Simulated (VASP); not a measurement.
Si, 2 atoms in the cell. The typed cell holds 2 atoms: a = 2.629 Å, b = 2.629 Å, c = 4.988 Å, α = 90.00°, β = 90.00°, γ = 120.00°.  This cell differs from its parent crystal: atoms moved at random.

* Program: VASP 6.6.1
* Task: single point
* Functional: r2SCAN
* Potentials or basis: VASP PAW PBE potentials, release 64 (Si)
* Cutoff: 550 eV
* k mesh: 12 × 12 × 8
* Occupations: gaussian, width 0.15 eV
* Spin: no spin polarisation
* Dipole correction: no
* Further INCAR settings: ALGO = Normal; EDIFF = 1e-06; NBANDS = 11

Potentials or basis: VASP PAW PBE potentials, release 64 (Si).

Launch:

```bash
$ cat potpaw_PBE.64/Si/POTCAR > POTCAR
$ cp INCAR.step1 INCAR
$ mpirun -np 1 vasp_std > vasp.out
$ cp INCAR.step2 INCAR
$ mpirun -np 1 vasp_std > vasp.out
```

Hardware: 1 thread of Intel Xeon 8259CL, with other jobs on the host.

Problem. Estimate the wall time of this run.

Solution. Wall time 11 min on 1 thread of Intel Xeon 8259CL (shared host), peak memory 0.27 GiB. Counts: k points 580.
